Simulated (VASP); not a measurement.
# Pd4CO (Palladium) in VASP: single point with LDA

Aim: the single point of Pd4CO (Palladium) with LDA.

Everything below comes from runs of VASP 6.6.1. Logs are shortened: lines on timing, memory, paths and dates and some standing lists are left out, and cuts for length are marked.

## (1) The cell of the first run

The cell holds a slab with vacuum, 6 atoms: a = 2.715 Å, b = 2.715 Å, c = 25.908 Å, α = 90.00°, β = 90.00°, γ = 90.00°.

## (2) Single point, LDA

Contents of INCAR:

```
ALGO = Normal ; DIPOL = 0.5 0.5 0.505
EDIFF = 1E-6 ; ENCUT = 520
IDIPOL = 3 ; ISIF = 2
ISMEAR = 0 ; LASPH = True
LCHARG = False ; LDIPOL = True
LREAL = False ; LWAVE = False
NBANDS = 34 ; NELM = 60
PREC = Accurate ; SIGMA = 0.1
```

Contents of KPOINTS:

```
k-points
0
Gamma
  11 11 1
```

Contents of POSCAR:

```
Pd4CO
1.0
    2.7145474439      0.0000000000      0.0000000000
    0.0000000000      2.7145474439      0.0000000000
    0.0000000000      0.0000000000     25.9084247163
Pd C O
4 1 1
Direct
    0.5000000000      0.5000000000      0.3280786113
    0.0000000000      0.0000000000      0.4021655126
    0.5000000000      0.5000000000      0.4768207462
    0.0000000000      0.0000000000      0.5546582056
    0.0000000000      0.5000000000      0.6110560748
    0.0000000000      0.5000000000      0.6555023433
```

Potentials or basis: VASP PAW LDA potentials, release 64 (Pd, C, O).

Run with:

```sh
cat potpaw_LDA.64/Pd/POTCAR potpaw_LDA.64/C/POTCAR potpaw_LDA.64/O/POTCAR > POTCAR
mpirun -np 1 vasp_std > vasp.out
```

OUTCAR:

```text
EDIFF = 1E-6
   ENCUT = 520
   ISIF = 2
   ISMEAR = 0
   LASPH = True
   LREAL = False
   NELM = 60
   PREC = Accurate

 ion  position               nearest neighbor table
   1  0.500  0.500  0.328-   2 2.71   2 2.71   2 2.71   2 2.71
   2  0.000  0.000  0.402-   1 2.71   1 2.71   1 2.71   1 2.71   3 2.72   3 2.72   3 2.72   3 2.72

   3  0.500  0.500  0.477-   2 2.72   2 2.72   2 2.72   2 2.72   4 2.78   4 2.78   4 2.78   4 2.78

   4  0.000  0.000  0.555-   5 1.99   5 1.99   3 2.78   3 2.78   3 2.78   3 2.78
   5  0.000  0.500  0.611-   6 1.15   4 1.99   4 1.99
   6  0.000  0.500  0.656-   5 1.15

  LATTYP: Found a simple tetragonal cell.
 ALAT       =     2.7145474439
 C/A-ratio  =     9.5442887817

  Lattice vectors:

 A1 = (   2.7145474439,   0.0000000000,   0.0000000000)
 A2 = (   0.0000000000,   2.7145474439,   0.0000000000)
 A3 = (   0.0000000000,   0.0000000000,  25.9084247163)

Analysis of symmetry for initial positions (statically):
=====================================================================
 Subroutine PRICEL returns:
 Original cell was already a primitive cell.

 Routine SETGRP: Setting up the symmetry group for a
 simple tetragonal supercell.

 Subroutine GETGRP returns: Found  4 space group operations
 (whereof  4 operations were pure point group operations)
 out of a pool of 16 trial point group operations.

The static configuration has the point symmetry C_2v.

Analysis of symmetry for dynamics (positions and initial velocities):
=====================================================================
 Subroutine PRICEL returns:
 Original cell was already a primitive cell.

 Routine SETGRP: Setting up the symmetry group for a
 simple tetragonal supercell.

 Subroutine GETGRP returns: Found  4 space group operations
 (whereof  4 operations were pure point group operations)
 out of a pool of 16 trial point group operations.

The dynamic configuration has the point symmetry C_2v.

 Subroutine INISYM returns: Found  4 space group operations
 (whereof  4 operations are pure point group operations),
 and found     1 'primitive' translations

----------------------------------------------------------------------------------------

                                     Primitive cell

  volume of cell :     190.9132

  direct lattice vectors                    reciprocal lattice vectors
     2.714547444  0.000000000  0.000000000     0.368385530  0.000000000  0.000000000
     0.000000000  2.714547444  0.000000000     0.000000000  0.368385530  0.000000000
     0.000000000  0.000000000 25.908424716     0.000000000  0.000000000  0.038597484

  length of vectors
     2.714547444  2.714547444 25.908424716     0.368385530  0.368385530  0.038597484

  position of ions in fractional coordinates (direct lattice)
     0.500000000  0.500000000  0.328078611
     0.000000000  0.000000000  0.402165513
     0.500000000  0.500000000  0.476820746
     0.000000000  0.000000000  0.554658206
     0.000000000  0.500000000  0.611056075
     0.000000000  0.500000000  0.655502343

  ion indices of the primitive-cell ions
   primitive index   ion index
                 1           1
                 2           2
                 3           3
                 4           4
                 5           5
                 6           6

----------------------------------------------------------------------------------------

 KPOINTS: k-points

Automatic generation of k-mesh.
 Grid dimensions read from file:
 generate k-points for:   11   11    1

 Generating k-lattice:

  Cartesian coordinates                     Fractional coordinates (reciprocal lattice)
     0.033489594  0.000000000  0.000000000     0.090909091  0.000000000  0.000000000
     0.000000000  0.033489594  0.000000000     0.000000000  0.090909091  0.000000000
     0.000000000  0.000000000  0.038597484     0.000000000  0.000000000  1.000000000

  Length of vectors
     0.033489594  0.033489594  0.038597484

  Shift w.r.t. Gamma in fractional coordinates (k-lattice)
     0.000000000  0.000000000  0.000000000

 Subroutine IBZKPT returns following result:
 ===========================================

 Found     36 irreducible k-points:

 Following reciprocal coordinates:
            Coordinates               Weight
  0.000000  0.000000  0.000000      1.000000
  0.090909  0.000000  0.000000      2.000000
  0.000000  0.090909  0.000000      2.000000
  0.181818  0.000000  0.000000      2.000000
  0.000000  0.181818  0.000000      2.000000
  0.272727  0.000000  0.000000      2.000000
[... 16 lines left out ...]
 -0.181818  0.272727  0.000000      4.000000
  0.363636  0.181818  0.000000      4.000000
 [... further k-points ...]
   k-points           NKPTS =     36   k-points in BZ     NKDIM =     36   number of bands    NBANDS=     34
   number of dos      NEDOS =    301   number of ions     NIONS =      6
   total plane-waves  NPLWV =  78400
   dimension x,y,z NGX =    20 NGY =   20 NGZ =  196
   dimension x,y,z NGXF=    40 NGYF=   40 NGZF=  392
   ions per type =               4   1   1
   NGX,Y,Z   is equivalent  to a cutoff of  12.25, 12.25, 12.58 a.u.
   NGXF,Y,Z  is equivalent  to a cutoff of  24.50, 24.50, 25.15 a.u.
 SYSTEM =  unknown system
   PREC   = accura    normal or accurate (medium, high low for compatibility)
   ISTART =      0    job   : 0-new  1-cont  2-samecut
   ICHARG =      2    charge: 1-file 2-atom 10-const
   ISPIN  =      1    spin polarized calculation?
   LNONCOLLINEAR =      F non collinear calculations
   LSORBIT =      F    spin-orbit coupling
   LASPH  =      T    aspherical Exc in radial PAW
   ENCUT  =  520.0 eV  38.22 Ry    6.18 a.u.   5.05  5.05 48.17*2*pi/ulx,y,z
   NELM   =     60;   NELMIN=  2; NELMDL= -5     # of ELM steps
   EDIFF  = 0.1E-05   stopping-criterion for ELM
   LREAL  =      F    real-space projection
   EDIFFG = 0.1E-04   stopping-criterion for IOM
   NSW    =      0    number of steps for IOM
   IBRION =     -1    ionic relax: 0-MD 1-quasi-New 2-CG
   NFREE  =      0    steps in history (QN), initial steepest desc. (CG)
   ISIF   =      2    stress and relaxation
   ISYM   =      2    0-nonsym 1-usesym 2-fastsym
   POTIM  = 0.5000    time-step for ionic-motion
   TEBEG  =    0.0;   TEEND  =   0.0 temperature during run
   PSTRESS=    0.0 pullay stress
   NELECT =      50.0000    total number of electrons
   NUPDOWN=      -1.0000    fix difference up-down
   EMIN   =  10.00;   EMAX   =-10.00  energy-range for DOS
   EFERMI =   0.00;   METHOD = LEGACY
   ISMEAR =     0;   SIGMA  =   0.10  broadening in eV -4-tet -1-fermi 0-gaus
   EFERMI_NEDOS =   21; number of points for ismear=-14 and -15
   IALGO  =     38    algorithm
   IMIX   =      4    mixing-type and parameters
     AMIX     =   0.40;   BMIX     =  1.00
     AMIX_MAG =   1.60;   BMIX_MAG =  1.00
  volume/ion in A,a.u.               =      31.82       214.72
  Fermi-wavevector in a.u.,A,eV,Ry     =   1.047417  1.979331 14.926706  1.097082
  Thomas-Fermi vector in A             =   2.182296
   LORBIT       =      0    0 simple, 1 ext, 2 COOP (PROOUT), +10 PAW based schemes
   GGA     = CA    functional components
   LHFCALC =     F    Hartree Fock is set to
   AEXX    =    0.0000 exact exchange contribution
   IVDW    =     0    specifies the selected vdW correction
   LEPSILON=     F    determine dielectric tensor
   LRPA    =     F    only Hartree local field effects (RPA)
 non-spin polarized calculation
 Gauss-broadening in eV      SIGMA  =   0.10
  energy-cutoff  :      520.00
  volume of cell :      190.91
 maximum number of plane-waves:      5187
   NGX = 11   NGY = 11   NGZ = 97

 dipolmoment           0.000000      0.000000     -0.290752 electrons x Angstroem

 number of electron      50.0000005 magnetization

 dipolmoment           0.000000      0.000000      0.053100 electrons x Angstroem

 Free energy of the ion-electron system (eV)
  ---------------------------------------------------
  ext. energy  EPLUGINS =         0.00000000
  ---------------------------------------------------
  free energy    TOTEN  =       -41.72553386 eV

  energy without entropy =      -41.68929120  energy(sigma->0) =      -41.70741253

 E-fermi :  -0.3408     XC(G=0):  -5.7617

 val. band max:       -0.3416148295   @ k =   0.2727   0.2727   0.0000
 cond. band min:      -0.3400979285   @ k =   0.4545   0.0909   0.0000
 fundamental gap:      0.0015169010
 Fermi energy:        -0.3407598298

 k-point     1 :       0.0000    0.0000    0.0000
  band No.  band energies     occupation
      1     -24.0375      2.00000
      2     -11.1294      2.00000
      3      -7.9381      2.00000
      4      -7.0546      2.00000
      5      -6.1321      2.00000
      6      -5.9439      2.00000
[... 26 lines left out ...]
     33       6.0977      0.00000
     34       6.3536      0.00000

 k-point     2 :       0.0909    0.0000    0.0000
  band No.  band energies     occupation
      1     -24.0053      2.00000
      2     -11.0488      2.00000
      3      -7.8983      2.00000
      4      -6.8888      2.00000
      5      -6.1080      2.00000
      6      -5.9428      2.00000
[... 26 lines left out ...]
     33       6.2684      0.00000
     34       6.5280      0.00000

 k-point     3 :       0.0000    0.0909    0.0000
  band No.  band energies     occupation
      1     -24.0050      2.00000
      2     -11.0428      2.00000
      3      -7.8566      2.00000
      4      -6.9255      2.00000
      5      -6.4084      2.00000
      6      -5.8103      2.00000
[... 26 lines left out ...]
     33       6.2783      0.00000
     34       6.5337      0.00000
[... 704 lines left out ...]
 k-point    23 :      -0.1818    0.2727    0.0000
  band No.  band energies     occupation
      1     -23.6857      2.00000
      2     -10.3327      2.00000
      3      -7.8110      2.00000
      4      -7.3473      2.00000
      5      -6.2089      2.00000
      6      -5.4334      2.00000
[... 26 lines left out ...]
     33       8.1645      0.00000
     34       8.4782      0.00000

 k-point    24 :       0.3636    0.1818    0.0000
  band No.  band energies     occupation
      1     -23.5782      2.00000
      2      -9.9078      2.00000
      3      -8.1103      2.00000
      4      -7.0805      2.00000
      5      -6.7284      2.00000
      6      -5.2551      2.00000
[... 26 lines left out ...]
     33       8.1861      0.00000
     34       8.6799      0.00000

 [... further k-points ...]

------------------------ aborting loop because EDIFF is reached ----------------------------------------

 vacuum level on the upper side and lower side of the slab       (xc-potential included)         0.395        -0.905

  FORCE on cell =-STRESS in cart. coord.  units (eV):
  Direction    XX          YY          ZZ          XY          YZ          ZX
  --------------------------------------------------------------------------------------
  -------------------------------------------------------------------------------------
  Total       -0.0639206     -1.0660755      0.8875668      0.0000000      0.0000000      0.0000000
  in kB       -0.5364329     -8.9466953      7.4486188      0.0000000      0.0000000      0.0000000
  external PRESSURE =      -0.6781698 kB  Pullay stress =       0.0000000 kB

 VOLUME and BASIS-vectors are now :
 -----------------------------------------------------------------------------
  energy-cutoff  :      520.00
  volume of cell :      190.91
      direct lattice vectors                 reciprocal lattice vectors
     2.714547444  0.000000000  0.000000000     0.368385530  0.000000000  0.000000000
     0.000000000  2.714547444  0.000000000     0.000000000  0.368385530  0.000000000
     0.000000000  0.000000000 25.908424716     0.000000000  0.000000000  0.038597484

 POSITION                                       TOTAL-FORCE (eV/Angst)
 -----------------------------------------------------------------------------------
      1.35727      1.35727      8.50000         0.000000      0.000000      0.167646
      0.00000      0.00000     10.41947         0.000000      0.000000     -0.181861
      1.35727      1.35727     12.35367         0.000000      0.000000     -0.005439
      0.00000      0.00000     14.37032         0.000000      0.000000     -0.050869
      0.00000      1.35727     15.83150         0.000000      0.000000     -0.900142
      0.00000      1.35727     16.98303         0.000000      0.000000      0.970666
 -----------------------------------------------------------------------------------
    total drift:                               -0.000000      0.000000     -0.000777

  FREE ENERGIE OF THE ION-ELECTRON SYSTEM (eV)
  ---------------------------------------------------
  free  energy   TOTEN  =       -41.7255338586 eV

  energy  without entropy=      -41.6892911981  energy(sigma->0) =      -41.70741253

 vacuum level on the upper side and lower side of the slab         6.258         4.942
```

Wall time 9 min (1 thread of AMD EPYC 7R13 (Zen 3), shared host); peak memory 0.33 GiB.

Results:

* Free energy: -41.7255 eV
* Largest force: 0.971 eV/Å
* Band gap on the k mesh: zero (band 25 reaches 0.27 eV, above the bottom of band 26 at -0.68 eV)

Forces on the atoms (eV/Å):
```
Pd   0.000  0.000  0.168
Pd   0.000  0.000 -0.182
Pd   0.000  0.000 -0.005
Pd   0.000  0.000 -0.051
C    0.000  0.000 -0.900
O    0.000  0.000  0.971
```
